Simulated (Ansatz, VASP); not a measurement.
SnTe: VASP beside Ansatz

The input POSCAR:

```
SnTe
1.0
    0.0000000000      3.1689319030      3.1689319030
    3.1689319030      0.0000000000      3.1689319030
    3.1689319030      3.1689319030      0.0000000000
Sn Te
1 1
Direct
    0.5000000000      0.5000000000      0.5000000000
    0.0000000000      0.0000000000      0.0000000000
```

File INCAR.step1:

```
ALGO     = Normal         # electronic algorithm
EDIFF    = 1E-4           # SCF threshold, eV
ENCUT    = 520            # plane-wave cutoff, eV
GGA      = PE             # functional
ISMEAR   = 0              # smearing method
LASPH    = T              # aspherical terms in the spheres
LCHARG   = F              # write CHGCAR
LREAL    = F              # projectors in reciprocal space
LWAVE    = T              # write WAVECAR
NBANDS   = 17             # bands
NELM     = 100            # most SCF steps
PREC     = Accurate       # precision mode
SIGMA    = 0.05           # smearing width, eV
```

File INCAR.step2:

```
ALGO     = Normal         # electronic algorithm
EDIFF    = 1E-6           # SCF threshold, eV
ENCUT    = 520            # plane-wave cutoff, eV
ISIF     = 2              # what is computed and relaxed
ISMEAR   = 0              # smearing method
ISTART   = 1            
LASPH    = T              # aspherical terms in the spheres
LCHARG   = F              # write CHGCAR
LMIXTAU  = T            
LREAL    = F              # projectors in reciprocal space
LWAVE    = F              # write WAVECAR
METAGGA  = R2SCAN         # meta-GGA
NBANDS   = 17             # bands
NELM     = 100            # most SCF steps
PREC     = Accurate       # precision mode
SIGMA    = 0.05           # smearing width, eV
```

File KPOINTS:

```
k-points
0
Gamma
  6 6 6
```

Input for Ansatz:

```yaml
crystal:
  lattice:
    - [0.0, 3.168931903, 3.168931903]
    - [3.168931903, 0.0, 3.168931903]
    - [3.168931903, 3.168931903, 0.0]
  atoms:
    - { symbol: Sn, position: [0.5, 0.5, 0.5] }
    - { symbol: Te, position: [0.0, 0.0, 0.0] }
basis:
  ecutwfc: 500
  ecutrho_ratio: 4
kpoints:
  mp_grid: { grid: [6, 6, 6] }
hamiltonian:
  xc: r2scan
scf:
  occupations: { method: gaussian, width: 0.05 }
output:
  forces: true
  stress: true
  eigenvalues: true
```

Alike in both runs: task single point; functional r2SCAN; k mesh 6 × 6 × 6; occupations gaussian, width 0.05 eV; no spin polarisation.

|  | VASP | Ansatz |
| --- | --- | --- |
| version | VASP 6.6.1 | Ansatz 0.2.0 |
| potentials or method | VASP PAW PBE potentials, release 64 (Sn_d, Te), cutoff 520 eV | scalar-relativistic, plane waves, PAW |
| valence electrons in the cell | 20 | 30 |

Ansatz gave:

* gap on the k mesh at the Fermi level (eV): 0.09
* least direct gap on the mesh (eV): 0.09
* pressure (GPa): 0.9

Q: What did VASP give for the same quantities?

A: gap on the k mesh at the Fermi level (eV): 0.08; least direct gap on the mesh (eV): 0.08; pressure (GPa): 0.9.

VASP's potentials were made for PBE, not for r2SCAN. VASP's potentials hold 20 valence electrons a cell and Ansatz's 30, so a difference there can come from the potentials and not from the codes.

Spin-orbit coupling is off throughout.
